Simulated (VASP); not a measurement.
# Se (Cmcm) in VASP: notebook

The runs below take Se through single point, with LDA, PBE.

Everything below comes from runs of VASP 6.6.1. Logs are shortened: lines on timing, memory, paths and dates and some standing lists are left out, and cuts for length are marked.

**1. The cell of the first run**

It takes space group Cmcm (No. 63, orthorhombic). The conventional cell has a = 2.789 Å, b = 8.078 Å, c = 4.613 Å, α = 90.00°, β = 90.00°, γ = 90.00°. Se (site symmetry m2m) has 4 Se at 2.53 to 2.79 Å within 3.3 Å.

**2. Single point, LDA**

INCAR

```
SYSTEM = Se
ALGO = Normal
EDIFF = 1E-7
ENCUT = 520
ISIF = 2
ISMEAR = 0
LASPH = .True.
LCHARG = .True.
LELF = .True.
LREAL = .False.
LVHAR = .True.
LWAVE = .False.
NBANDS = 13
NELM = 60
PREC = Accurate
SIGMA = 0.05
```

KPOINTS

```
k-points
0
Gamma
  10 10 6
  0 0 0
```

POSCAR

```
Se
1.0
    1.3942694300     -4.0390027650      0.0000000000
    1.3942694300      4.0390027650      0.0000000000
    0.0000000000      0.0000000000      4.6134314000
Se
2
Direct
    0.9356553200      0.0643446800      0.2500000000
    0.0643446800      0.9356553200      0.7500000000
```

Potentials or basis: VASP PAW LDA potentials, release 64 (Se).

Run with:

```console
$ cat potpaw_LDA.64/Se/POTCAR > POTCAR
$ mpirun -np 1 vasp_std > vasp.out
```

OUTCAR:

```text
SYSTEM = Se
   EDIFF = 1E-7
   ENCUT = 520
   ISIF = 2
   ISMEAR = 0
   LASPH = .True.
   LREAL = .False.
   NELM = 60
   PREC = Accurate

 ion  position               nearest neighbor table
   1  0.936  0.064  0.250-   2 2.53   2 2.53
   2  0.064  0.936  0.750-   1 2.53   1 2.53

  LATTYP: Found a base centered orthorhombic cell.
 ALAT       =     2.7885388600
 B/A-ratio  =     2.8968595869
 C/A-ratio  =     1.6544260746

  Lattice vectors:

 A1 = (   1.3942694300,  -4.0390027650,   0.0000000000)
 A2 = (   1.3942694300,   4.0390027650,   0.0000000000)
 A3 = (   0.0000000000,   0.0000000000,   4.6134314000)

Analysis of symmetry for initial positions (statically):
=====================================================================
 Subroutine PRICEL returns:
 Original cell was already a primitive cell.

 Routine SETGRP: Setting up the symmetry group for a
 base centered orthorhombic supercell.

 Subroutine GETGRP returns: Found  8 space group operations
 (whereof  4 operations were pure point group operations)
 out of a pool of  8 trial point group operations.

The static configuration has the point symmetry C_2h.
 The point group associated with its full space group is D_2h.

Analysis of symmetry for dynamics (positions and initial velocities):
=====================================================================
 Subroutine PRICEL returns:
 Original cell was already a primitive cell.

 Routine SETGRP: Setting up the symmetry group for a
 base centered orthorhombic supercell.

 Subroutine GETGRP returns: Found  8 space group operations
 (whereof  4 operations were pure point group operations)
 out of a pool of  8 trial point group operations.

The dynamic configuration has the point symmetry C_2h.
 The point group associated with its full space group is D_2h.

 Subroutine INISYM returns: Found  8 space group operations
 (whereof  4 operations are pure point group operations),
 and found     1 'primitive' translations

----------------------------------------------------------------------------------------

                                     Primitive cell

  volume of cell :      51.9607

  direct lattice vectors                    reciprocal lattice vectors
     1.394269430 -4.039002765  0.000000000     0.358610746 -0.123792933  0.000000000
     1.394269430  4.039002765  0.000000000     0.358610746  0.123792933  0.000000000
     0.000000000  0.000000000  4.613431400     0.000000000  0.000000000  0.216758398

  length of vectors
     4.272883169  4.272883169  4.613431400     0.379376274  0.379376274  0.216758398

  position of ions in fractional coordinates (direct lattice)
     0.935655320  0.064344680  0.250000000
     0.064344680  0.935655320  0.750000000

  ion indices of the primitive-cell ions
   primitive index   ion index
                 1           1
                 2           2

----------------------------------------------------------------------------------------

 KPOINTS: k-points

Automatic generation of k-mesh.
 Grid dimensions read from file:
 generate k-points for:   10   10    6

 Generating k-lattice:

  Cartesian coordinates                     Fractional coordinates (reciprocal lattice)
     0.035861075 -0.012379293  0.000000000     0.100000000  0.000000000  0.000000000
     0.035861075  0.012379293  0.000000000     0.000000000  0.100000000  0.000000000
     0.000000000  0.000000000  0.036126400     0.000000000  0.000000000  0.166666667

  Length of vectors
     0.037937627  0.037937627  0.036126400

  Shift w.r.t. Gamma in fractional coordinates (k-lattice)
     0.000000000  0.000000000  0.000000000

 Subroutine IBZKPT returns following result:
 ===========================================

 Found    124 irreducible k-points:

 Following reciprocal coordinates:
            Coordinates               Weight
  0.000000  0.000000  0.000000      1.000000
  0.100000 -0.000000  0.000000      4.000000
  0.200000 -0.000000  0.000000      4.000000
  0.300000  0.000000  0.000000      4.000000
  0.400000  0.000000  0.000000      4.000000
  0.500000 -0.000000  0.000000      2.000000
[... 16 lines left out ...]
  0.300000  0.300000  0.000000      2.000000
  0.400000  0.300000  0.000000      4.000000
 [... further k-points ...]
   k-points           NKPTS =    124   k-points in BZ     NKDIM =    124   number of bands    NBANDS=     13
   number of dos      NEDOS =    301   number of ions     NIONS =      2
   total plane-waves  NPLWV =  36864
   dimension x,y,z NGX =    32 NGY =   32 NGZ =   36
   dimension x,y,z NGXF=    64 NGYF=   64 NGZF=   72
   ions per type =               2
   NGX,Y,Z   is equivalent  to a cutoff of  12.45, 12.45, 12.97 a.u.
   NGXF,Y,Z  is equivalent  to a cutoff of  24.90, 24.90, 25.95 a.u.
 SYSTEM =  Se
   PREC   = accura    normal or accurate (medium, high low for compatibility)
   ISTART =      0    job   : 0-new  1-cont  2-samecut
   ICHARG =      2    charge: 1-file 2-atom 10-const
   ISPIN  =      1    spin polarized calculation?
   LNONCOLLINEAR =      F non collinear calculations
   LSORBIT =      F    spin-orbit coupling
   LASPH  =      T    aspherical Exc in radial PAW
   ENCUT  =  520.0 eV  38.22 Ry    6.18 a.u.   7.94  7.94  8.58*2*pi/ulx,y,z
   NELM   =     60;   NELMIN=  2; NELMDL= -5     # of ELM steps
   EDIFF  = 0.1E-06   stopping-criterion for ELM
   LREAL  =      F    real-space projection
   EDIFFG = 0.1E-05   stopping-criterion for IOM
   NSW    =      0    number of steps for IOM
   IBRION =     -1    ionic relax: 0-MD 1-quasi-New 2-CG
   NFREE  =      0    steps in history (QN), initial steepest desc. (CG)
   ISIF   =      2    stress and relaxation
   ISYM   =      2    0-nonsym 1-usesym 2-fastsym
   POTIM  = 0.5000    time-step for ionic-motion
   TEBEG  =    0.0;   TEEND  =   0.0 temperature during run
   PSTRESS=    0.0 pullay stress
   NELECT =      12.0000    total number of electrons
   NUPDOWN=      -1.0000    fix difference up-down
   EMIN   =  10.00;   EMAX   =-10.00  energy-range for DOS
   EFERMI =   0.00;   METHOD = LEGACY
   ISMEAR =     0;   SIGMA  =   0.05  broadening in eV -4-tet -1-fermi 0-gaus
   EFERMI_NEDOS =   21; number of points for ismear=-14 and -15
   IALGO  =     38    algorithm
   IMIX   =      4    mixing-type and parameters
     AMIX     =   0.40;   BMIX     =  1.00
     AMIX_MAG =   1.60;   BMIX_MAG =  1.00
  volume/ion in A,a.u.               =      25.98       175.32
  Fermi-wavevector in a.u.,A,eV,Ry     =   1.004408  1.898056 13.726046  1.008836
  Thomas-Fermi vector in A             =   2.137022
   LORBIT       =      0    0 simple, 1 ext, 2 COOP (PROOUT), +10 PAW based schemes
   GGA     = CA    functional components
   LHFCALC =     F    Hartree Fock is set to
   AEXX    =    0.0000 exact exchange contribution
   IVDW    =     0    specifies the selected vdW correction
   LEPSILON=     F    determine dielectric tensor
   LRPA    =     F    only Hartree local field effects (RPA)
 non-spin polarized calculation
 Gauss-broadening in eV      SIGMA  =   0.05
  energy-cutoff  :      520.00
  volume of cell :       51.96
 maximum number of plane-waves:      1424
   NGX = 15   NGY = 15   NGZ = 17

 number of electron      12.0000001 magnetization

 Free energy of the ion-electron system (eV)
  ---------------------------------------------------
  ext. energy  EPLUGINS =         0.00000000
  ---------------------------------------------------
  free energy    TOTEN  =        -8.02327064 eV

  energy without entropy =       -8.02111522  energy(sigma->0) =       -8.02219293

 E-fermi :   3.3300     XC(G=0):  -9.4105

 val. band max:        3.3211128997   @ k =   0.2000  -0.0000   0.3333
 cond. band min:       3.3359630517   @ k =   0.1000   0.1000   0.3333
 fundamental gap:      0.0148501519
 Fermi energy:         3.3300483480

 k-point     1 :       0.0000    0.0000    0.0000
  band No.  band energies     occupation
      1     -12.7209      2.00000
      2      -8.7522      2.00000
      3      -3.3431      2.00000
      4       0.8887      2.00000
      5       1.0700      2.00000
      6       5.2242      0.00000
      7       5.5655      0.00000
      8       7.5787      0.00000
      9       8.4700      0.00000
     10       9.9352      0.00000
     11      11.9603      0.00000
     12      12.2116      0.00000
     13      16.0489      0.00000

 k-point     2 :       0.1000   -0.0000    0.0000
  band No.  band energies     occupation
      1     -12.5664      2.00000
      2      -8.6073      2.00000
      3      -3.2034      2.00000
      4       0.7816      2.00000
      5       1.3866      2.00000
      6       3.8624      0.00000
      7       5.6294      0.00000
      8       6.4316      0.00000
      9       8.6478      0.00000
     10      10.2442      0.00000
     11      12.1283      0.00000
     12      13.8494      0.00000
     13      15.8180      0.00000

 k-point     3 :       0.2000   -0.0000    0.0000
  band No.  band energies     occupation
      1     -12.1212      2.00000
      2      -8.1878      2.00000
      3      -2.8080      2.00000
      4       0.7492      2.00000
      5       1.4680      2.00000
      6       1.9706      2.00000
      7       4.2094      0.00000
      8       5.8171      0.00000
      9       9.2210      0.00000
     10      10.9427      0.00000
     11      11.9725      0.00000
     12      13.7676      0.00000
     13      13.7908      0.00000
[... 305 lines left out ...]
 k-point    23 :       0.3000    0.3000    0.0000
  band No.  band energies     occupation
      1     -10.6666      2.00000
      2      -6.9658      2.00000
      3      -2.8015      2.00000
      4      -1.5959      2.00000
      5       0.3099      2.00000
      6       1.2494      2.00000
      7       2.7507      2.00000
      8       5.8847      0.00000
      9       8.4773      0.00000
     10      10.3083      0.00000
     11      11.3481      0.00000
     12      14.6689      0.00000
     13      15.2792      0.00000

 k-point    24 :       0.4000    0.3000    0.0000
  band No.  band energies     occupation
      1     -11.2867      2.00000
      2      -7.6963      2.00000
      3      -2.0572      2.00000
      4      -1.1315      2.00000
      5       0.2889      2.00000
      6       2.1183      2.00000
      7       2.2270      2.00000
      8       5.1366      0.00000
      9      10.0430      0.00000
     10      11.6682      0.00000
     11      12.8041      0.00000
     12      14.9570      0.00000
     13      15.7374      0.00000

 [... further k-points ...]
[... 5 lines left out ...]
  --------------------------------------------------------------------------------------
  -------------------------------------------------------------------------------------
  Total       -1.2631107     -0.6218175     -0.5399890      0.0000000     -0.0000000      0.0000000
  in kB      -38.9472753    -19.1733765    -16.6502418      0.0000000     -0.0000000      0.0000000
  external PRESSURE =     -24.9236312 kB  Pullay stress =       0.0000000 kB

 VOLUME and BASIS-vectors are now :
 -----------------------------------------------------------------------------
  energy-cutoff  :      520.00
  volume of cell :       51.96
      direct lattice vectors                 reciprocal lattice vectors
     1.394269430 -4.039002765  0.000000000     0.358610746 -0.123792933  0.000000000
     1.394269430  4.039002765  0.000000000     0.358610746  0.123792933  0.000000000
     0.000000000  0.000000000  4.613431400     0.000000000  0.000000000  0.216758398

 POSITION                                       TOTAL-FORCE (eV/Angst)
 -----------------------------------------------------------------------------------
      1.39427     -3.51923      1.15336         0.000000     -0.130720      0.000000
      1.39427      3.51923      3.46007         0.000000      0.130720     -0.000000
 -----------------------------------------------------------------------------------
    total drift:                               -0.000000     -0.000000      0.000000

  FREE ENERGIE OF THE ION-ELECTRON SYSTEM (eV)
  ---------------------------------------------------
  free  energy   TOTEN  =        -8.0232706440 eV

  energy  without entropy=       -8.0211152162  energy(sigma->0) =       -8.02219293
```

It took 66 s on 1 thread of AMD EPYC 9R45 (Zen 5), shared host; peak memory 0.17 GiB.

Results:

```
Free energy            : -8.0233 eV
Pressure               : -2.5 GPa
Largest force          : 0.131 eV/Å
Band gap on the k mesh : zero (band 6 reaches 5.44 eV, above the bottom of band 7 at 1.78 eV)
```

Forces on the atoms (eV/Å):
```
Se   0.000 -0.131  0.000
Se   0.000  0.131  0.000
```

**3. Single point, PBE**

INCAR

```
  PREC = Accurate
  ENCUT = 520
  EDIFF = 1E-6
  ISMEAR = 0
  SIGMA = 0.05
  LREAL = F
  LASPH = T
  NELM = 60
  ALGO = Normal
  ISIF = 2
  LWAVE = F
  LCHARG = T
  GGA = PE
  LELF = T
  LVHAR = T
  NBANDS = 13
```

KPOINTS

```
regular mesh
0
Gamma
  10 10 6
```

POSCAR

```
Se
1.0
    1.3942694300     -4.0390027650      0.0000000000
    1.3942694300      4.0390027650      0.0000000000
    0.0000000000      0.0000000000      4.6134314000
Se
2
Direct
    0.0643446800      0.9356553200      0.2500000000
    0.9356553200      0.0643446800      0.7500000000
```

Potentials or basis: VASP PAW PBE potentials, release 64 (Se).

Run with:

```console
$ cat potpaw_PBE.64/Se/POTCAR > POTCAR
$ mpirun -np 1 vasp_std > vasp.out
```

Wall time 32 s (1 thread of Intel Xeon 6975P-C, shared host); peak memory 0.22 GiB.

Results (log left out):

| Item | Value |
| --- | --- |
| Free energy | -6.7054 eV |
| Pressure | 1.6 GPa |
| Largest force | 0.033 eV/Å |
| Band gap on the k mesh | zero (band 6 reaches 5.49 eV, above the bottom of band 7 at 1.80 eV) |

Forces in eV/Å, atoms in the order of the input:
```
Se   0.000  0.033  0.000
Se   0.000 -0.033  0.000
```

Stress tensor (GPa, compression positive):
```
0.49 0.00 0.00
0.00 0.95 0.00
0.00 0.00 3.25
```

Levels at points of the mesh, in eV from the Fermi level:
```csv
k point,band 3,band 4,band 5,band 6,band 7,band 8,band 9,band 10
"(0.00, 0.00, 0.00)",-6.69,-2.48,-2.30,1.90,2.25,4.27,5.35,6.74
"(0.50, 0.00, 0.00)",-6.75,-4.81,-3.72,-1.32,-0.50,3.12,4.83,5.66
"(0.50, 0.50, 0.00)",-6.38,-4.39,-2.25,0.58,1.71,4.37,8.31,10.70
"(0.00, 0.00, 0.50)",-3.88,-3.88,0.10,0.10,2.94,2.94,4.77,4.77
"(0.50, 0.00, 0.50)",-5.52,-5.52,-2.69,-2.69,2.23,2.23,5.18,5.18
"(0.50, 0.50, 0.50)",-5.41,-5.41,0.81,0.81,2.83,2.83,7.88,7.88
```

**4. Single point, LDA**

INCAR

```
SYSTEM = Se
PREC = Accurate
ENCUT = 520
EDIFF = 1E-6
ISMEAR = 0
SIGMA = 0.05
LREAL = .FALSE.
LASPH = .TRUE.
NELM = 80
ALGO = Normal
ISIF = 2
LWAVE = .FALSE.
LCHARG = .TRUE.
LELF = .TRUE.
LVHAR = .TRUE.
NBANDS = 13
```

KPOINTS

```
regular mesh
0
G
  10 10 6
  0 0 0
```

POSCAR is that of step 3.

Potentials or basis: VASP PAW LDA potentials, release 64 (Se).

Run with:

```console
$ cat potpaw_LDA.64/Se/POTCAR > POTCAR
$ mpirun -np 1 vasp_std > vasp.out
```

Run time: 28 s. Hardware: 1 thread of Intel Xeon 6975P-C, shared host; peak memory 0.2 GiB.

The run converged. Its results:

```
Free energy            : -8.0233 eV
Pressure               : -2.5 GPa
Largest force          : 0.130 eV/Å
Band gap on the k mesh : zero (band 6 reaches 5.44 eV, above the bottom of band 7 at 1.78 eV)
```

Forces on the atoms (eV/Å):
```
Se   0.000  0.130  0.000
Se   0.000 -0.130  0.000
```

Stress tensor (GPa, compression positive):
```
-3.90  0.00  0.00
 0.00 -1.89  0.00
 0.00  0.00 -1.66
```

Levels at points of the mesh, in eV from the Fermi level:
| k point | band 2 | band 3 | band 4 | band 5 | band 6 | band 7 | band 8 | band 9 | band 10 | band 11 |
| --- | --- | --- | --- | --- | --- | --- | --- | --- | --- | --- |
| (0.00, 0.00, 0.00) | -12.08 | -6.67 | -2.44 | -2.26 | 1.89 | 2.24 | 4.25 | 5.14 | 6.61 | 8.63 |
| (0.50, 0.00, 0.00) | -9.90 | -6.73 | -4.78 | -3.69 | -1.29 | -0.44 | 3.09 | 4.80 | 5.53 | 8.07 |
| (0.50, 0.50, 0.00) | -12.30 | -6.36 | -4.42 | -2.20 | 0.52 | 1.70 | 4.35 | 8.32 | 10.48 | 10.54 |
| (0.00, 0.00, 0.50) | -14.61 | -3.83 | -3.83 | 0.07 | 0.07 | 2.93 | 2.93 | 4.65 | 4.65 | 10.45 |
| (0.50, 0.00, 0.50) | -12.33 | -5.50 | -5.50 | -2.64 | -2.64 | 2.21 | 2.21 | 5.10 | 5.10 | 9.04 |
| (0.50, 0.50, 0.50) | -14.42 | -5.40 | -5.40 | 0.81 | 0.81 | 2.82 | 2.82 | 7.80 | 7.80 | 10.06 |
